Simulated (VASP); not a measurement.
# NbSnTe4 (F-43m) in VASP: a series of runs

NbSnTe4 is run at these levels: PBE; tasks: relaxation of cell and atoms, single point.

Everything below comes from runs of VASP 6.6.1. Logs are shortened: lines on timing, memory, paths and dates and some standing lists are left out, and cuts for length are marked.

### 1 The cell of the first run

It takes space group F-43m (No. 216, cubic). The conventional cell has a = 9.216 Å, b = 9.216 Å, c = 9.216 Å, α = 90.00°, β = 90.00°, γ = 90.00°. Nb (site symmetry -43m) has 12 Te at 3.82 Å and 4 Sn at 3.99 Å within 5.0 Å. Within 5.0 Å of Sn (site symmetry -43m) lie 12 Te at 3.82 Å and 4 Nb at 3.99 Å. Within 4.3 Å of Te (site symmetry 3m) lie 6 Te at 3.25 to 3.27 Å and 3 Nb at 3.82 Å and 3 Sn at 3.82 Å.

### 2 Relaxation of cell and atoms, PBE

The input, INCAR:

```
  ALGO = Normal
  EDIFF = 1E-6
  EDIFFG = -0.04
  ENCUT = 600
  GGA = PE
  IBRION = 2
  ISIF = 3
  ISMEAR = 0
  LASPH = T
  LCHARG = F
  LREAL = F
  LWAVE = F
  NELM = 100
  NSW = 90
  PREC = Accurate
  SIGMA = 0.1
```

The input, KPOINTS:

```
k-points
0
Gamma
  4 4 4
```

The input, POSCAR:

```
NbSnTe4
1.0
    0.0000000000      4.6080711500      4.6080711500
    4.6080711500      0.0000000000      4.6080711500
    4.6080711500      4.6080711500      0.0000000000
Nb Sn Te
1 1 4
Direct
    0.5000000000      0.5000000000      0.5000000000
    0.2500000000      0.2500000000      0.2500000000
    0.8747362000      0.3757914000      0.8747362000
    0.8747362000      0.8747362000      0.3757914000
    0.8747362000      0.8747362000      0.8747362000
    0.3757914000      0.8747362000      0.8747362000
```

Potentials or basis: VASP PAW PBE potentials, release 64 (Nb_sv, Sn_d, Te).

Launch:

```bash
cat potpaw_PBE.64/Nb_sv/POTCAR potpaw_PBE.64/Sn_d/POTCAR potpaw_PBE.64/Te/POTCAR > POTCAR
mpirun -np 1 vasp_std > vasp.out
```

OUTCAR:

```text
EDIFF = 1E-6
   EDIFFG = -0.04
   ENCUT = 600
   GGA = PE
   IBRION = 2
   ISIF = 3
   ISMEAR = 0
   LASPH = T
   LREAL = F
   NELM = 100
   NSW = 90
   PREC = Accurate

 ion  position               nearest neighbor table
   1  0.500  0.500  0.500-
   2  0.250  0.250  0.250-
   3  0.875  0.376  0.875-   4 3.25   5 3.25   6 3.25   6 3.27   4 3.27   5 3.27
   4  0.875  0.875  0.376-   3 3.25   5 3.25   6 3.25   3 3.27   6 3.27   5 3.27
   5  0.875  0.875  0.875-   3 3.25   4 3.25   6 3.25   6 3.27   3 3.27   4 3.27
   6  0.376  0.875  0.875-   3 3.25   4 3.25   5 3.25   3 3.27   4 3.27   5 3.27

  LATTYP: Found a face centered cubic cell.
 ALAT       =     9.2161423000

  Lattice vectors:

 A1 = (   0.0000000000,   4.6080711500,   4.6080711500)
 A2 = (   4.6080711500,   0.0000000000,   4.6080711500)
 A3 = (   4.6080711500,   4.6080711500,   0.0000000000)

Analysis of symmetry for initial positions (statically):
=====================================================================
 Subroutine PRICEL returns:
 Original cell was already a primitive cell.

 Routine SETGRP: Setting up the symmetry group for a
 face centered cubic supercell.

 Subroutine GETGRP returns: Found 24 space group operations
 (whereof 24 operations were pure point group operations)
 out of a pool of 48 trial point group operations.

The static configuration has the point symmetry T_d .

Analysis of symmetry for dynamics (positions and initial velocities):
=====================================================================
 Subroutine PRICEL returns:
 Original cell was already a primitive cell.

 Routine SETGRP: Setting up the symmetry group for a
 face centered cubic supercell.

 Subroutine GETGRP returns: Found 24 space group operations
 (whereof 24 operations were pure point group operations)
 out of a pool of 48 trial point group operations.

The dynamic configuration has the point symmetry T_d .

 Subroutine INISYM returns: Found 24 space group operations
 (whereof 24 operations are pure point group operations),
 and found     1 'primitive' translations

----------------------------------------------------------------------------------------

                                     Primitive cell

  volume of cell :     195.6985

  direct lattice vectors                    reciprocal lattice vectors
     0.000000000  4.608071150  4.608071150    -0.108505269  0.108505269  0.108505269
     4.608071150  0.000000000  4.608071150     0.108505269 -0.108505269  0.108505269
     4.608071150  4.608071150  0.000000000     0.108505269  0.108505269 -0.108505269

  length of vectors
     6.516796717  6.516796717  6.516796717     0.187936639  0.187936639  0.187936639

  position of ions in fractional coordinates (direct lattice)
     0.500000000  0.500000000  0.500000000
     0.250000000  0.250000000  0.250000000
     0.874736200  0.375791400  0.874736200
     0.874736200  0.874736200  0.375791400
     0.874736200  0.874736200  0.874736200
     0.375791400  0.874736200  0.874736200

  ion indices of the primitive-cell ions
   primitive index   ion index
                 1           1
                 2           2
                 3           3
                 4           4
                 5           5
                 6           6

----------------------------------------------------------------------------------------

 KPOINTS: k-points

Automatic generation of k-mesh.
 Grid dimensions read from file:
 generate k-points for:    4    4    4

 Generating k-lattice:

  Cartesian coordinates                     Fractional coordinates (reciprocal lattice)
    -0.027126317  0.027126317  0.027126317     0.250000000  0.000000000  0.000000000
     0.027126317 -0.027126317  0.027126317     0.000000000  0.250000000  0.000000000
     0.027126317  0.027126317 -0.027126317     0.000000000  0.000000000  0.250000000

  Length of vectors
     0.046984160  0.046984160  0.046984160

  Shift w.r.t. Gamma in fractional coordinates (k-lattice)
     0.000000000  0.000000000  0.000000000

 Subroutine IBZKPT returns following result:
 ===========================================

 Found      8 irreducible k-points:

 Following reciprocal coordinates:
            Coordinates               Weight
  0.000000  0.000000  0.000000      1.000000
  0.250000  0.000000  0.000000      8.000000
  0.500000  0.000000  0.000000      4.000000
  0.250000  0.250000  0.000000      6.000000
  0.500000  0.250000  0.000000     24.000000
 -0.250000  0.250000  0.000000     12.000000
  0.500000  0.500000  0.000000      3.000000
 -0.250000  0.500000  0.250000      6.000000
   k-points           NKPTS =      8   k-points in BZ     NKDIM =      8   number of bands    NBANDS=     30
   number of dos      NEDOS =    301   number of ions     NIONS =      6
   total plane-waves  NPLWV = 157464
   dimension x,y,z NGX =    54 NGY =   54 NGZ =   54
   dimension x,y,z NGXF=   108 NGYF=  108 NGZF=  108
   ions per type =               1   1   4
   NGX,Y,Z   is equivalent  to a cutoff of  13.78, 13.78, 13.78 a.u.
   NGXF,Y,Z  is equivalent  to a cutoff of  27.55, 27.55, 27.55 a.u.
 SYSTEM =  unknown system
   PREC   = accura    normal or accurate (medium, high low for compatibility)
   ISTART =      0    job   : 0-new  1-cont  2-samecut
   ICHARG =      2    charge: 1-file 2-atom 10-const
   ISPIN  =      1    spin polarized calculation?
   LNONCOLLINEAR =      F non collinear calculations
   LSORBIT =      F    spin-orbit coupling
   LASPH  =      T    aspherical Exc in radial PAW
   ENCUT  =  600.0 eV  44.10 Ry    6.64 a.u.  13.02 13.02 13.02*2*pi/ulx,y,z
   NELM   =    100;   NELMIN=  2; NELMDL= -5     # of ELM steps
   EDIFF  = 0.1E-05   stopping-criterion for ELM
   LREAL  =      F    real-space projection
   EDIFFG = -.4E-01   stopping-criterion for IOM
   NSW    =     90    number of steps for IOM
   IBRION =      2    ionic relax: 0-MD 1-quasi-New 2-CG
   NFREE  =      1    steps in history (QN), initial steepest desc. (CG)
   ISIF   =      3    stress and relaxation
   ISYM   =      2    0-nonsym 1-usesym 2-fastsym
   POTIM  = 0.5000    time-step for ionic-motion
   TEBEG  =    0.0;   TEEND  =   0.0 temperature during run
   PSTRESS=    0.0 pullay stress
   NELECT =      51.0000    total number of electrons
   NUPDOWN=      -1.0000    fix difference up-down
   EMIN   =  10.00;   EMAX   =-10.00  energy-range for DOS
   EFERMI =   0.00;   METHOD = LEGACY
   ISMEAR =     0;   SIGMA  =   0.10  broadening in eV -4-tet -1-fermi 0-gaus
   EFERMI_NEDOS =   21; number of points for ismear=-14 and -15
   IALGO  =     38    algorithm
   IMIX   =      4    mixing-type and parameters
     AMIX     =   0.40;   BMIX     =  1.00
     AMIX_MAG =   1.60;   BMIX_MAG =  1.00
  volume/ion in A,a.u.               =      32.62       220.11
  Fermi-wavevector in a.u.,A,eV,Ry     =   1.045689  1.976065 14.877490  1.093465
  Thomas-Fermi vector in A             =   2.180495
   LORBIT       =      0    0 simple, 1 ext, 2 COOP (PROOUT), +10 PAW based schemes
   GGA     = PE    functional components
   LHFCALC =     F    Hartree Fock is set to
   AEXX    =    0.0000 exact exchange contribution
   IVDW    =     0    specifies the selected vdW correction
   LEPSILON=     F    determine dielectric tensor
   LRPA    =     F    only Hartree local field effects (RPA)
 conjugate gradient relaxation of ions
 non-spin polarized calculation
 Gauss-broadening in eV      SIGMA  =   0.10
  energy-cutoff  :      600.00
  volume of cell :      195.70
 maximum number of plane-waves:      6588
 NGX is ok and might be reduce to    54
   NGX = 25   NGY = 25   NGZ = 25

--------------------------------------- Ionic step        1  -------------------------------------------

 number of electron      51.0000005 magnetization

 Free energy of the ion-electron system (eV)
  ---------------------------------------------------
  ext. energy  EPLUGINS =         0.00000000
  ---------------------------------------------------
  free energy    TOTEN  =       -20.33114837 eV

  energy without entropy =      -20.25922126  energy(sigma->0) =      -20.29518481

 E-fermi :   6.4231     XC(G=0):  -9.4795

 val. band max:        6.4073171926   @ k =   0.5000   0.2500   0.0000
 cond. band min:       6.4309285215   @ k =   0.5000   0.0000   0.0000
 fundamental gap:      0.0236113289
 Fermi energy:         6.4231423182

 k-point     1 :       0.0000    0.0000    0.0000
  band No.  band energies     occupation
      1     -49.4982      2.00000
      2     -25.5098      2.00000
      3     -25.5098      2.00000
      4     -25.5098      2.00000
      5     -15.3691      2.00000
      6     -15.3691      2.00000
[... 22 lines left out ...]
     29       7.0495      0.00000
     30       7.4272      0.00000
[... 371 lines left out ...]
 POSITION                                       TOTAL-FORCE (eV/Angst)
 -----------------------------------------------------------------------------------
      4.40224      4.40224      4.40224         0.000000      0.000000      0.000000
      2.20112      2.20112      2.20112         0.000000      0.000000      0.000000
      5.50781      7.69892      5.50781         0.051786     -0.051786      0.051786
      5.50781      5.50781      7.69892         0.051786      0.051786     -0.051786
      7.69892      7.69892      7.69892        -0.051786     -0.051786     -0.051786
      7.69892      5.50781      5.50781        -0.051786      0.051786      0.051786
 -----------------------------------------------------------------------------------
    total drift:                                0.000000      0.000000      0.000000

  FREE ENERGIE OF THE ION-ELECTRON SYSTEM (eV)
  ---------------------------------------------------
  free  energy   TOTEN  =       -20.8074594323 eV

  energy  without entropy=      -20.7559669901  energy(sigma->0) =      -20.78171321

--------------------------------------- Ionic step        5  -------------------------------------------

 number of electron      51.0000002 magnetization

 Free energy of the ion-electron system (eV)
  ---------------------------------------------------
  ext. energy  EPLUGINS =         0.00000000
  ---------------------------------------------------
  free energy    TOTEN  =       -20.80832527 eV

  energy without entropy =      -20.75723922  energy(sigma->0) =      -20.78278225

 E-fermi :   8.0715     XC(G=0): -10.0854

 val. band max:        8.0545850117   @ k =   0.5000   0.0000   0.0000
 cond. band min:       8.1590964103   @ k =  -0.2500   0.5000   0.2500
 fundamental gap:      0.1045113985
 Fermi energy:         8.0715258417

 k-point     1 :       0.0000    0.0000    0.0000
  band No.  band energies     occupation
      1     -47.7300      2.00000
      2     -23.7478      2.00000
      3     -23.7478      2.00000
      4     -23.7478      2.00000
      5     -13.5695      2.00000
      6     -13.5695      2.00000
[... 22 lines left out ...]
     29       8.8748      0.00000
     30       9.3932      0.00000
[... 242 lines left out ...]
 VOLUME and BASIS-vectors are now :
 -----------------------------------------------------------------------------
  energy-cutoff  :      600.00
  volume of cell :      170.63
      direct lattice vectors                 reciprocal lattice vectors
     0.000000000  4.402246548  4.402246548    -0.113578373  0.113578373  0.113578373
     4.402246548  0.000000000  4.402246548     0.113578373 -0.113578373  0.113578373
     4.402246548  4.402246548  0.000000000     0.113578373  0.113578373 -0.113578373

 POSITION                                       TOTAL-FORCE (eV/Angst)
 -----------------------------------------------------------------------------------
      4.40225      4.40225      4.40225         0.000000      0.000000      0.000000
      2.20112      2.20112      2.20112         0.000000      0.000000      0.000000
      5.51019      7.69655      5.51019         0.008908     -0.008908      0.008908
      5.51019      5.51019      7.69655         0.008908      0.008908     -0.008908
      7.69655      7.69655      7.69655        -0.008908     -0.008908     -0.008908
      7.69655      5.51019      5.51019        -0.008908      0.008908      0.008908
 -----------------------------------------------------------------------------------
    total drift:                               -0.000000     -0.000000     -0.000000

  FREE ENERGIE OF THE ION-ELECTRON SYSTEM (eV)
  ---------------------------------------------------
  free  energy   TOTEN  =       -20.8083252714 eV

  energy  without entropy=      -20.7572392237  energy(sigma->0) =      -20.78278225

 reached required accuracy - stopping structural energy minimisation
```

Run time: 3.6 min. Hardware: 1 thread of Intel Xeon 6975P-C (Granite Rapids), shared host; peak memory 0.47 GiB.

Results:

```yaml
Free_energy: -20.8083 eV
Relaxed_volume: 28.44 Å³/atom
Relaxed_cell: a = 6.226 Å, b = 6.226 Å, c = 6.226 Å, α = 60.00°, β = 60.00°, γ = 60.00°
Space_group_after_relaxing_to_0.05_Å: F-43m (No. 216)
Energy_gained_by_relaxing: 79.5 meV/atom
Ionic_steps: 5
Pressure_after_relaxing: -0.1 GPa
Largest_force_after_relaxing: 0.015 eV/Å
```

Forces in eV/Å, atoms in the order of the input:
```
Nb   0.000  0.000  0.000
Sn   0.000  0.000  0.000
Te   0.009 -0.009  0.009
Te   0.009  0.009 -0.009
Te  -0.009 -0.009 -0.009
Te  -0.009  0.009  0.009
```

The path:
| step | energy change (eV) | largest force (eV/Å) | pressure (GPa) | volume (Å³) |
| --- | --- | --- | --- | --- |
| 1 | 0.0000 | 0.1166 | -5.21 | 195.70 |
| 2 | -0.4673 | 0.0788 | 1.00 | 167.15 |
| 3 | -0.4765 | 0.0884 | 0.02 | 170.14 |
| 4 | -0.4763 | 0.0897 | -0.12 | 170.63 |
| 5 | -0.4772 | 0.0154 | -0.12 | 170.63 |

Final structure:
```cif
data_structure
_symmetry_space_group_name_H-M 'P 1'
_symmetry_Int_Tables_number 1
_cell_length_a 6.2257
_cell_length_b 6.2257
_cell_length_c 6.2257
_cell_angle_alpha 60.000
_cell_angle_beta 60.000
_cell_angle_gamma 60.000
_cell_volume 170.63
loop_
_atom_site_label
_atom_site_type_symbol
_atom_site_fract_x
_atom_site_fract_y
_atom_site_fract_z
_atom_site_occupancy
Nb1 Nb 0.50000 0.50000 0.50000 1
Sn1 Sn 0.25000 0.25000 0.25000 1
Te1 Te 0.87416 0.37751 0.87416 1
Te2 Te 0.87416 0.87416 0.37751 1
Te3 Te 0.87416 0.87416 0.87416 1
Te4 Te 0.37751 0.87416 0.87416 1
```

Levels at points of the mesh, in eV from the Fermi level:
```
           k point  band 23  band 24  band 25  band 26  band 27  band 28
(0.00, 0.00, 0.00)    -0.80     0.31     0.68     0.68     0.68     0.80
(0.50, 0.00, 0.00)    -2.43    -0.04    -0.02    -0.02     0.17     0.62
(0.50, 0.50, 0.00)    -2.17    -1.84    -0.44    -0.44    -0.28     0.33
```

Caveat: spin-orbit coupling is left out, which moves the levels of the heavy elements.

[end of part 1 of 2]
